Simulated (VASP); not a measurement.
# CdTe: single point with r2SCAN

The system is CdTe.

```
CELL_PARAMETERS angstrom
0.00000 3.27789 3.27789
3.27789 0.00000 3.27789
3.27789 3.27789 0.00000
ATOMIC_POSITIONS crystal
Cd 0.00000 0.00000 0.00000
Te 0.25000 0.25000 0.25000
```

```json
{
 "Program": "VASP 6.6.1",
 "Task": "single point",
 "Functional": "r2SCAN",
 "Potentials or basis": "VASP PAW PBE potentials, release 64 (Cd, Te)",
 "Cutoff": "520 eV",
 "k mesh": "6 × 6 × 6",
 "Occupations": "gaussian, width 0.02 eV",
 "Spin": "no spin polarisation",
 "Dipole correction": "no",
 "Further INCAR settings": "ALGO = Normal; EDIFF = 1e-06; NBANDS = 16"
}
```

```json
{"Pressure": "0.2 GPa", "Band gap on the k mesh": "1.16 eV, direct"}
```

Levels at points of the mesh, in eV from the valence-band top:
```tsv
k point	band 5	band 6	band 7	band 8	band 9	band 10	band 11	band 12	band 13	band 14
(0.00, 0.00, 0.00)	-8.19	-8.19	0.00	0.00	0.00	1.16	5.05	5.05	5.05	7.87
(0.50, 0.00, 0.00)	-8.19	-7.85	-4.30	-0.74	-0.74	2.19	5.60	5.60	7.38	9.10
(0.50, 0.50, 0.00)	-8.16	-7.71	-4.18	-1.79	-1.79	2.95	2.99	9.26	9.64	9.64
```

Run time: 2.6 min on 1 thread of Intel Xeon 8259CL, with other jobs on the host, peak memory 0.19 GiB.

Caveat: the PAW data sets were made with another functional, which shifts forces and pressure a little; spin-orbit coupling is left out, which moves the levels of the heavy elements. r2SCAN opens gaps a little over a GGA but as a rule still falls short of measured ones.
